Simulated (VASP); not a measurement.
# ScSi2 (P6/mmm) in VASP: further runs

ScSi2 is run at these levels: PBEsol; tasks: single point.

All numbers are computed with VASP 6.6.1; they aren't measurements. Logs are shortened: lines on timing, memory, paths and dates and some standing lists are left out, and cuts for length are marked.

### 1 The cell of the first run

Symmetry: P6/mmm, No. 191, hexagonal system. Conventional cell: a = 3.585 Å, b = 3.585 Å, c = 3.791 Å, α = 90.00°, β = 90.00°, γ = 120.00°. Within 3.8 Å of Sc (site symmetry 6/mmm) lie 12 Si at 2.81 Å and 8 Sc at 3.59 to 3.79 Å. Within 2.9 Å of Si (site symmetry -6m2) lie 3 Si at 2.07 Å and 6 Sc at 2.81 Å.

### 2 Single point, PBEsol (14.07 Å³/atom)

The input, INCAR:

```
PREC = Accurate ; ENCUT = 520
EDIFF = 1E-6 ; ISMEAR = -1
SIGMA = 0.05 ; LREAL = F
LASPH = T ; NELM = 80
ALGO = Normal ; ISIF = 2
LWAVE = F ; LCHARG = T
GGA = PS ; LELF = T
LVHAR = T ; NBANDS = 16
```

The input, KPOINTS:

```
regular mesh
0
Gamma
  13 13 11
```

The input, POSCAR:

```
ScSi2
1.0
    3.5852838948      0.0000000000      0.0000000000
   -1.7926419474      3.1049469327      0.0000000000
    0.0000000000      0.0000000000      3.7909982407
Sc Si
1 2
Direct
    0.0000000000      0.0000000000      0.0000000000
    0.3333333333      0.6666666667      0.5000000000
    0.6666666667      0.3333333333      0.5000000000
```

Potentials or basis: VASP PAW PBE potentials, release 64 (Sc_sv, Si).

The run is started by

```
$ cat potpaw_PBE.64/Sc_sv/POTCAR potpaw_PBE.64/Si/POTCAR > POTCAR
$ mpirun -np 1 vasp_std > vasp.out
```

OUTCAR:

```text
PREC = Accurate
   ENCUT = 520
   EDIFF = 1E-6
   ISMEAR = -1
   LREAL = F
   LASPH = T
   NELM = 80
   ISIF = 2
   GGA = PS

 ion  position               nearest neighbor table
   1  0.000  0.000  0.000-   2 2.81   3 2.81   2 2.81   3 2.81   3 2.81   3 2.81   2 2.81   2 2.81
                             3 2.81   3 2.81   2 2.81   2 2.81
   2  0.333  0.667  0.500-   3 2.07   3 2.07   3 2.07   1 2.81   1 2.81   1 2.81   1 2.81   1 2.81
                             1 2.81
   3  0.667  0.333  0.500-   2 2.07   2 2.07   2 2.07   1 2.81   1 2.81   1 2.81   1 2.81   1 2.81
                             1 2.81

  LATTYP: Found a hexagonal cell.
 ALAT       =     3.5852838948
 C/A-ratio  =     1.0573774217

  Lattice vectors:

 A1 = (   3.5852838948,   0.0000000000,   0.0000000000)
 A2 = (  -1.7926419474,   3.1049469327,   0.0000000000)
 A3 = (   0.0000000000,   0.0000000000,   3.7909982407)

Analysis of symmetry for initial positions (statically):
=====================================================================
 Subroutine PRICEL returns:
 Original cell was already a primitive cell.

 Routine SETGRP: Setting up the symmetry group for a
 hexagonal supercell.

 Subroutine GETGRP returns: Found 24 space group operations
 (whereof 24 operations were pure point group operations)
 out of a pool of 24 trial point group operations.

The static configuration has the point symmetry D_6h.

Analysis of symmetry for dynamics (positions and initial velocities):
=====================================================================
 Subroutine PRICEL returns:
 Original cell was already a primitive cell.

 Routine SETGRP: Setting up the symmetry group for a
 hexagonal supercell.

 Subroutine GETGRP returns: Found 24 space group operations
 (whereof 24 operations were pure point group operations)
 out of a pool of 24 trial point group operations.

The dynamic configuration has the point symmetry D_6h.

 Subroutine INISYM returns: Found 24 space group operations
 (whereof 24 operations are pure point group operations),
 and found     1 'primitive' translations

----------------------------------------------------------------------------------------

                                     Primitive cell

  volume of cell :      42.2018

  direct lattice vectors                    reciprocal lattice vectors
     3.585283895  0.000000000  0.000000000     0.278917940  0.161033348  0.000000000
    -1.792641947  3.104946933  0.000000000     0.000000000  0.322066696  0.000000000
     0.000000000  0.000000000  3.790998241     0.000000000  0.000000000  0.263782766

  length of vectors
     3.585283895  3.585283895  3.790998241     0.322066696  0.322066696  0.263782766

  position of ions in fractional coordinates (direct lattice)
     0.000000000  0.000000000  0.000000000
     0.333333333  0.666666667  0.500000000
     0.666666667  0.333333333  0.500000000

  ion indices of the primitive-cell ions
   primitive index   ion index
                 1           1
                 2           2
                 3           3

----------------------------------------------------------------------------------------

 KPOINTS: regular mesh

Automatic generation of k-mesh.
 Grid dimensions read from file:
 generate k-points for:   13   13   11

 Generating k-lattice:

  Cartesian coordinates                     Fractional coordinates (reciprocal lattice)
     0.021455226  0.012387181  0.000000000     0.076923077  0.000000000  0.000000000
     0.000000000  0.024774361  0.000000000     0.000000000  0.076923077  0.000000000
     0.000000000  0.000000000  0.023980251     0.000000000  0.000000000  0.090909091

  Length of vectors
     0.024774361  0.024774361  0.023980251

  Shift w.r.t. Gamma in fractional coordinates (k-lattice)
     0.000000000  0.000000000  0.000000000

 Subroutine IBZKPT returns following result:
 ===========================================

 Found    126 irreducible k-points:

 Following reciprocal coordinates:
            Coordinates               Weight
  0.000000  0.000000  0.000000      1.000000
  0.076923  0.000000  0.000000      6.000000
  0.153846  0.000000  0.000000      6.000000
  0.230769  0.000000  0.000000      6.000000
  0.307692  0.000000  0.000000      6.000000
  0.384615  0.000000  0.000000      6.000000
[... 16 lines left out ...]
  0.076923  0.000000  0.090909     12.000000
  0.153846  0.000000  0.090909     12.000000
 [... further k-points ...]
   k-points           NKPTS =    126   k-points in BZ     NKDIM =    126   number of bands    NBANDS=     16
   number of dos      NEDOS =    301   number of ions     NIONS =      3
   total plane-waves  NPLWV =  21952
   dimension x,y,z NGX =    28 NGY =   28 NGZ =   28
   dimension x,y,z NGXF=    56 NGYF=   56 NGZF=   56
   ions per type =               1   2
   NGX,Y,Z   is equivalent  to a cutoff of  12.98, 12.98, 12.28 a.u.
   NGXF,Y,Z  is equivalent  to a cutoff of  25.97, 25.97, 24.56 a.u.
 SYSTEM =  unknown system
   PREC   = accura    normal or accurate (medium, high low for compatibility)
   ISTART =      0    job   : 0-new  1-cont  2-samecut
   ICHARG =      2    charge: 1-file 2-atom 10-const
   ISPIN  =      1    spin polarized calculation?
   LNONCOLLINEAR =      F non collinear calculations
   LSORBIT =      F    spin-orbit coupling
   LASPH  =      T    aspherical Exc in radial PAW
   ENCUT  =  520.0 eV  38.22 Ry    6.18 a.u.   6.67  6.67  7.05*2*pi/ulx,y,z
   NELM   =     80;   NELMIN=  2; NELMDL= -5     # of ELM steps
   EDIFF  = 0.1E-05   stopping-criterion for ELM
   LREAL  =      F    real-space projection
   EDIFFG = 0.1E-04   stopping-criterion for IOM
   NSW    =      0    number of steps for IOM
   IBRION =     -1    ionic relax: 0-MD 1-quasi-New 2-CG
   NFREE  =      0    steps in history (QN), initial steepest desc. (CG)
   ISIF   =      2    stress and relaxation
   ISYM   =      2    0-nonsym 1-usesym 2-fastsym
   POTIM  = 0.5000    time-step for ionic-motion
   TEBEG  =    0.0;   TEEND  =   0.0 temperature during run
   PSTRESS=    0.0 pullay stress
   NELECT =      19.0000    total number of electrons
   NUPDOWN=      -1.0000    fix difference up-down
   EMIN   =  10.00;   EMAX   =-10.00  energy-range for DOS
   EFERMI =   0.00;   METHOD = LEGACY
   ISMEAR =    -1;   SIGMA  =   0.05  broadening in eV -4-tet -1-fermi 0-gaus
   EFERMI_NEDOS =   21; number of points for ismear=-14 and -15
   IALGO  =     38    algorithm
   IMIX   =      4    mixing-type and parameters
     AMIX     =   0.40;   BMIX     =  1.00
     AMIX_MAG =   1.60;   BMIX_MAG =  1.00
  volume/ion in A,a.u.               =      14.07        94.93
  Fermi-wavevector in a.u.,A,eV,Ry     =   1.254726  2.371088 21.420163  1.574338
  Thomas-Fermi vector in A             =   2.388517
   LORBIT       =      0    0 simple, 1 ext, 2 COOP (PROOUT), +10 PAW based schemes
   GGA     = PS    functional components
   LHFCALC =     F    Hartree Fock is set to
   AEXX    =    0.0000 exact exchange contribution
   IVDW    =     0    specifies the selected vdW correction
   LEPSILON=     F    determine dielectric tensor
   LRPA    =     F    only Hartree local field effects (RPA)
 non-spin polarized calculation
  energy-cutoff  :      520.00
  volume of cell :       42.20
 maximum number of plane-waves:      1160
 NGX is ok and might be reduce to    28
   NGX = 13   NGY = 13   NGZ = 15

 number of electron      19.0000001 magnetization

 Free energy of the ion-electron system (eV)
  ---------------------------------------------------
  ext. energy  EPLUGINS =         0.00000000
  ---------------------------------------------------
  free energy    TOTEN  =       -18.20835118 eV

  energy without entropy =      -18.19304857  energy(sigma->0) =      -18.20069987

 E-fermi :   9.7928     XC(G=0): -11.6114

 val. band max:        9.7889957565   @ k =   0.1538   0.0000   0.2727
 cond. band min:       9.7998808118   @ k =   0.2308   0.0769   0.3636
 fundamental gap:      0.0108850553
 Fermi energy:         9.7927501209

 k-point     1 :       0.0000    0.0000    0.0000
  band No.  band energies     occupation
      1     -39.3559      2.00000
      2     -18.1899      2.00000
      3     -18.0883      2.00000
      4     -18.0883      2.00000
      5      -4.4265      2.00000
      6       6.2040      2.00000
[... 8 lines left out ...]
     15      12.6999      0.00000
     16      12.6999      0.00000

 k-point     2 :       0.0769    0.0000    0.0000
  band No.  band energies     occupation
      1     -39.3550      2.00000
      2     -18.1883      2.00000
      3     -18.0983      2.00000
      4     -18.0905      2.00000
      5      -4.3349      2.00000
      6       5.7971      2.00000
[... 8 lines left out ...]
     15      12.7753      0.00000
     16      12.9088      0.00000

 k-point     3 :       0.1538    0.0000    0.0000
  band No.  band energies     occupation
      1     -39.3526      2.00000
      2     -18.1838      2.00000
      3     -18.1257      2.00000
      4     -18.0966      2.00000
      5      -4.0627      2.00000
      6       4.7276      2.00000
[... 8 lines left out ...]
     15      13.1211      0.00000
     16      13.5125      0.00000

 k-point     4 :       0.2308    0.0000    0.0000
  band No.  band energies     occupation
      1     -39.3492      2.00000
      2     -18.1775      2.00000
      3     -18.1641      2.00000
      4     -18.1052      2.00000
      5      -3.6178      2.00000
      6       3.4703      2.00000
[... 8 lines left out ...]
     15      14.4523      0.00000
     16      14.5687      0.00000

 k-point     5 :       0.3077    0.0000    0.0000
  band No.  band energies     occupation
      1     -39.3456      2.00000
      2     -18.2044      2.00000
      3     -18.1708      2.00000
      4     -18.1143      2.00000
      5      -3.0135      2.00000
      6       2.1998      2.00000
[... 8 lines left out ...]
     15      15.0757      0.00000
     16      15.0878      0.00000

 k-point     6 :       0.3846    0.0000    0.0000
  band No.  band energies     occupation
      1     -39.3426      2.00000
      2     -18.2374      2.00000
      3     -18.1652      2.00000
      4     -18.1218      2.00000
      5      -2.2737      2.00000
      6       0.9980      2.00000
[... 8 lines left out ...]
     15      14.4120      0.00000
     16      15.4856      0.00000

 k-point     7 :       0.4615    0.0000    0.0000
  band No.  band energies     occupation
      1     -39.3410      2.00000
      2     -18.2559      2.00000
      3     -18.1621      2.00000
      4     -18.1261      2.00000
      5      -1.4917      2.00000
      6      -0.0192      2.00000
[... 8 lines left out ...]
     15      13.4676      0.00000
     16      15.8731      0.00000

 k-point     8 :       0.0769    0.0769    0.0000
  band No.  band energies     occupation
      1     -39.3534      2.00000
      2     -18.1853      2.00000
      3     -18.1166      2.00000
      4     -18.0951      2.00000
      5      -4.1529      2.00000
      6       5.0934      2.00000
[... 8 lines left out ...]
     15      13.0162      0.00000
     16      13.1025      0.00000

 k-point     9 :       0.1538    0.0769    0.0000
  band No.  band energies     occupation
      1     -39.3505      2.00000
      2     -18.1799      2.00000
      3     -18.1483      2.00000
      4     -18.1036      2.00000
      5      -3.7944      2.00000
      6       4.0261      2.00000
[... 8 lines left out ...]
     15      13.6086      0.00000
     16      14.3170      0.00000
[... 172 lines left out ...]
 k-point    19 :       0.3077    0.2308    0.0000
  band No.  band energies     occupation
      1     -39.3400      2.00000
      2     -18.2293      2.00000
      3     -18.1668      2.00000
      4     -18.1602      2.00000
      5      -1.3539      2.00000
      6       0.6338      2.00000
[... 8 lines left out ...]
     15      15.1522      0.00000
     16      15.1990      0.00000

 k-point    20 :       0.3846    0.2308    0.0000
  band No.  band energies     occupation
      1     -39.3393      2.00000
      2     -18.2310      2.00000
      3     -18.1739      2.00000
      4     -18.1590      2.00000
      5      -0.7825      2.00000
      6       0.0285      2.00000
[... 8 lines left out ...]
     15      14.6865      0.00000
     16      15.6538      0.00000

 k-point    21 :       0.3077    0.3077    0.0000
  band No.  band energies     occupation
      1     -39.3390      2.00000
      2     -18.2176      2.00000
      3     -18.1917      2.00000
      4     -18.1584      2.00000
      5      -0.6306      2.00000
      6       0.1177      2.00000
[... 8 lines left out ...]
     15      15.2277      0.00000
     16      15.6498      0.00000

 k-point    22 :       0.0000    0.0000    0.0909
  band No.  band energies     occupation
      1     -39.3555      2.00000
      2     -18.1982      2.00000
      3     -18.0876      2.00000
      4     -18.0876      2.00000
      5      -4.3598      2.00000
      6       5.4961      2.00000
[... 8 lines left out ...]
     15      12.4588      0.00000
     16      12.4588      0.00000

 k-point    23 :       0.0769    0.0000    0.0909
  band No.  band energies     occupation
      1     -39.3546      2.00000
      2     -18.1965      2.00000
      3     -18.0976      2.00000
      4     -18.0899      2.00000
      5      -4.2696      2.00000
      6       5.5344      2.00000
[... 8 lines left out ...]
     15      12.5192      0.00000
     16      12.7130      0.00000

 k-point    24 :       0.1538    0.0000    0.0909
  band No.  band energies     occupation
      1     -39.3522      2.00000
      2     -18.1918      2.00000
      3     -18.1248      2.00000
      4     -18.0960      2.00000
      5      -4.0015      2.00000
      6       4.7626      2.00000
[... 8 lines left out ...]
     15      13.1897      0.00000
     16      13.3440      0.00000

 [... further k-points ...]
[... 5 lines left out ...]
  --------------------------------------------------------------------------------------
  -------------------------------------------------------------------------------------
  Total       13.4381431     13.4381431      0.9594370      0.0000000     -0.0000000     -0.0000000
  in kB      510.1742419    510.1742419     36.4246794      0.0000000     -0.0000000     -0.0000000
  external PRESSURE =     352.2577210 kB  Pullay stress =       0.0000000 kB

 VOLUME and BASIS-vectors are now :
 -----------------------------------------------------------------------------
  energy-cutoff  :      520.00
  volume of cell :       42.20
      direct lattice vectors                 reciprocal lattice vectors
     3.585283895  0.000000000  0.000000000     0.278917940  0.161033348  0.000000000
    -1.792641947  3.104946933  0.000000000     0.000000000  0.322066696  0.000000000
     0.000000000  0.000000000  3.790998241     0.000000000  0.000000000  0.263782766

 POSITION                                       TOTAL-FORCE (eV/Angst)
 -----------------------------------------------------------------------------------
      0.00000      0.00000      0.00000        -0.000000      0.000000      0.000000
     -0.00000      2.06996      1.89550         0.000000      0.000000      0.000000
      1.79264      1.03498      1.89550        -0.000000     -0.000000      0.000000
 -----------------------------------------------------------------------------------
    total drift:                               -0.000000      0.000000      0.000000

  FREE ENERGIE OF THE ION-ELECTRON SYSTEM (eV)
  ---------------------------------------------------
  free  energy   TOTEN  =       -18.2083511784 eV

  energy  without entropy=      -18.1930485709  energy(sigma->0) =      -18.20069987
```

It took 1.7 min on 1 thread of Intel Xeon 8259CL, shared host; peak memory 0.22 GiB.

What came out:

```yaml
Free_energy: -18.2084 eV
Pressure: 35.2 GPa
Band_gap_on_the_k_mesh: zero (an odd number of electrons rules out a gap without spin polarisation)
```

Caveat: the cell stands under pressure; the PAW data sets were made with another functional, which shifts forces and pressure a little.

### 3 Single point, PBEsol (14.67 Å³/atom)

This run uses another cell than the first one, of 14.67 Å³/atom.

The input, INCAR:

```
SYSTEM = ScSi2
PREC = Accurate
ENCUT = 520
EDIFF = 1E-6
ISMEAR = -1
SIGMA = 0.05
LREAL = .FALSE.
LASPH = .TRUE.
NELM = 100
ALGO = Normal
ISIF = 2
LWAVE = .FALSE.
LCHARG = .TRUE.
GGA = PS
LELF = .TRUE.
LVHAR = .TRUE.
NBANDS = 16
```

The input, KPOINTS:

```
regular mesh
0
G
  13 13 11
  0 0 0
```

The input, POSCAR:

```
ScSi2
1.0
    3.6354342207      0.0000000000      0.0000000000
   -1.8177171104      3.1483783889      0.0000000000
    0.0000000000      0.0000000000      3.8440260630
Sc Si
1 2
Direct
    0.0000000000      0.0000000000      0.0000000000
    0.3333333333      0.6666666667      0.5000000000
    0.6666666667      0.3333333333      0.5000000000
```

Potentials or basis: VASP PAW PBE potentials, release 64 (Sc_sv, Si).

The run is started by

```
$ cat potpaw_PBE.64/Sc_sv/POTCAR potpaw_PBE.64/Si/POTCAR > POTCAR
$ mpirun -np 1 vasp_std > vasp.out
```

Run time: 2.3 min. Hardware: 1 thread of Intel Xeon 8259CL, shared host; peak memory 0.22 GiB.

Results (log left out):

| Item | Value |
| --- | --- |
| Free energy | -18.5509 eV |
| Pressure | 26.1 GPa |
| Band gap on the k mesh | zero (an odd number of electrons rules out a gap without spin polarisation) |

Stress tensor (GPa, compression positive):
```
39.44  0.00  0.00
 0.00 39.44  0.00
 0.00  0.00 -0.68
```

Levels at points of the mesh, in eV from the Fermi level:
```
           k point  band 7  band 8  band 9  band 10  band 11  band 12
(0.00, 0.00, 0.00)   -3.46   -3.46   -2.17     1.11     1.11     1.34
```

Caveat: the cell stands under pressure; the PAW data sets were made with another functional, which shifts forces and pressure a little.
